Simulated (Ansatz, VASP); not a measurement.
# TaSi2 in VASP and in Ansatz

```
CELL_PARAMETERS angstrom
-1.84471 1.84471 6.41401
1.84471 -1.84471 6.41401
1.84471 1.84471 -6.41401
ATOMIC_POSITIONS crystal
Ta 0.00000 0.00000 0.00000
Ta 0.75000 0.25000 0.50000
Si 0.41650 0.41650 0.00000
Si 0.16650 0.66650 0.50000
Si 0.33350 0.83350 0.50000
Si 0.58350 0.58350 0.00000
```

Alike in both runs: task relaxation of cell and atoms; functional PBE; k mesh 6 × 6 × 6; occupations gaussian, width 0.1 eV; no spin polarisation.

```csv
,VASP,Ansatz
version,VASP 6.6.1,Ansatz 0.2.0
potentials or method,"VASP PAW PBE potentials, release 64 (Ta_pv, Si), cutoff 600 eV","scalar-relativistic, plane waves, PAW"
valence electrons in the cell,38,42
```

VASP gave:

```
gap on the k mesh at the Fermi level, each at its own relaxed structure (eV) : none
relaxed volume (Å³/atom)                                                     : 16.16
relaxed cell length with the largest relative difference (Å)                 : 8.822
```

Task: Estimate Ansatz's values.

Result: gap on the k mesh at the Fermi level, each at its own relaxed structure (eV): none; relaxed volume (Å³/atom): 16.10; relaxed cell length with the largest relative difference (Å): 8.774.

A gap of «none» marks a metal or a gap that the smearing closes. VASP's potentials hold 38 valence electrons a cell and Ansatz's 42, so a difference there can come from the potentials and not from the codes.

The k mesh is coarse, so the values compare programs but aren't converged. Neither program's run includes spin-orbit coupling.
